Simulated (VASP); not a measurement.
Input of a VASP 6.6.1 run:

INCAR

```
PREC = Accurate
ENCUT = 520
EDIFF = 1E-6
ISMEAR = -1
SIGMA = 0.05
LREAL = Auto
LASPH = T
NELM = 100
ALGO = Normal
ISIF = 2
LWAVE = F
LCHARG = F
GGA = PS
IBRION = 2
NSW = 100
EDIFFG = -0.03
ISYM = 0
LUSENCCL = F
```

Contents of KPOINTS:

```
Automatic mesh
0
Gamma
  1 1 1
  0.25 0.25 0.25
```

The input POSCAR:

```
Si48C47
1.0
    9.2342040000      0.0000000000      0.0000000000
    0.0000000000     10.6627400000      0.0000000000
    0.0000000000      0.0000000000     10.0759470000
Si C
48 47
Direct
    0.0005230000      0.9968420000      0.4970800000
    0.3327450000      0.0021620000      0.4990510000
    0.1672700000      0.2498760000      0.4984300000
    0.0032810000      0.5002440000      0.4999950000
    0.6618110000      0.9983320000      0.4980970000
    0.5019900000      0.2457000000      0.5055700000
    0.3313350000      0.5005410000      0.5028630000
    0.1658010000      0.7499810000      0.4974360000
    0.8317460000      0.2480300000      0.5013350000
    0.6636810000      0.5021830000      0.5028960000
    0.4979390000      0.7518600000      0.5013820000
    0.8322800000      0.7490680000      0.5016010000
    0.9975840000      0.1641050000      0.2528300000
    0.3336080000      0.1655620000      0.2507090000
    0.1676190000      0.4139380000      0.2511890000
    0.9992000000      0.6658610000      0.2496210000
    0.6688580000      0.1688630000      0.2509760000
    0.5040250000      0.4200380000      0.2503740000
    0.3338650000      0.6652910000      0.2462330000
    0.1650140000      0.9193200000      0.2481410000
    0.8328180000      0.4146960000      0.2473760000
    0.6665220000      0.6649270000      0.2511110000
    0.4978600000      0.9181270000      0.2486160000
    0.8334040000      0.9143500000      0.2502070000
    0.1614890000      0.0823810000      0.7490430000
    0.9979860000      0.3350340000      0.7486660000
    0.4970830000      0.0809170000      0.7504550000
    0.3337990000      0.3343560000      0.7523900000
    0.1654000000      0.5807220000      0.7497470000
    0.0002180000      0.8347120000      0.7517980000
    0.8297050000      0.0843770000      0.7528090000
    0.6618340000      0.3346310000      0.7495410000
    0.4986540000      0.5828700000      0.7519580000
    0.3356520000      0.8334910000      0.7511160000
    0.8354610000      0.5846960000      0.7528660000
    0.6655450000      0.8329530000      0.7499350000
    0.9970520000      0.0008590000      0.9975110000
    0.3386850000      0.9965900000      0.9987670000
    0.1696930000      0.2511650000      0.9957370000
    0.9953620000      0.5003840000      0.9983700000
    0.6705440000      0.9993940000      0.0015850000
    0.4994030000      0.2512940000      0.9997140000
    0.3331620000      0.5013930000      0.9967740000
    0.1659740000      0.7482210000      0.9958840000
    0.8332870000      0.2541110000      0.9982940000
    0.6675790000      0.5009820000      0.9980310000
    0.5021050000      0.7517130000      0.9965610000
    0.8329500000      0.7501700000      0.9972200000
    0.0004910000      0.0005250000      0.1887220000
    0.3338800000      0.9995130000      0.1875920000
    0.1652140000      0.2513110000      0.1870230000
    0.9943690000      0.4989410000      0.1895940000
    0.6654300000      0.9979820000      0.1908690000
    0.4996930000      0.2465040000      0.1858530000
    0.3297190000      0.4985420000      0.1874110000
    0.1716790000      0.7504860000      0.1884600000
    0.8351910000      0.2504720000      0.1868260000
    0.6697900000      0.5009770000      0.1868780000
    0.4982280000      0.7474330000      0.1879380000
    0.8336370000      0.7507340000      0.1877280000
    0.9998910000      0.0012320000      0.6823580000
    0.3354330000      0.9997100000      0.6904710000
    0.1626280000      0.2501060000      0.6894330000
    0.0042210000      0.4987120000      0.6828290000
    0.6658200000      0.9964890000      0.6867710000
    0.5017260000      0.2482570000      0.6889320000
    0.3303160000      0.4985750000      0.6889800000
    0.1639330000      0.7507250000      0.6837280000
    0.8335540000      0.2494490000      0.6856080000
    0.6674270000      0.5003950000      0.6892390000
    0.4990270000      0.7486060000      0.6887260000
    0.8312690000      0.7471430000      0.6878430000
    0.9998340000      0.1679930000      0.4396390000
    0.3318980000      0.1656460000      0.4347830000
    0.1683350000      0.4190420000      0.4390460000
    0.9984590000      0.6661250000      0.4374190000
    0.6672940000      0.1643960000      0.4356940000
    0.3378430000      0.6654330000      0.4378370000
    0.1622480000      0.9204500000      0.4363990000
    0.8347600000      0.4134330000      0.4349490000
    0.6663420000      0.6693840000      0.4412780000
    0.4995530000      0.9188230000      0.4376540000
    0.8342380000      0.9144200000      0.4385600000
    0.1674860000      0.0833930000      0.9338080000
    0.0014830000      0.3357300000      0.9330750000
    0.4988030000      0.0851250000      0.9389800000
    0.3307870000      0.3338590000      0.9355170000
    0.1682960000      0.5854480000      0.9388390000
    0.9993180000      0.8366250000      0.9376500000
    0.8322230000      0.0835560000      0.9368020000
    0.6664960000      0.3345380000      0.9376140000
    0.4989860000      0.5831010000      0.9403760000
    0.3349480000      0.8324010000      0.9327990000
    0.8287840000      0.5844800000      0.9388240000
    0.6651830000      0.8347230000      0.9396890000
```

Potentials or basis: VASP PAW PBE potentials, release 64 (Si, C).

The run is started by

```console
$ cat potpaw_PBE.64/Si/POTCAR potpaw_PBE.64/C/POTCAR > POTCAR
$ mpirun -np 1 vasp_std > vasp.out
```

(1) Predict the band gap on the k mesh.

(2) Estimate the energy gained by relaxing.

## Answers

(1) 1.07 eV.

(2) 20.3 meV/atom.
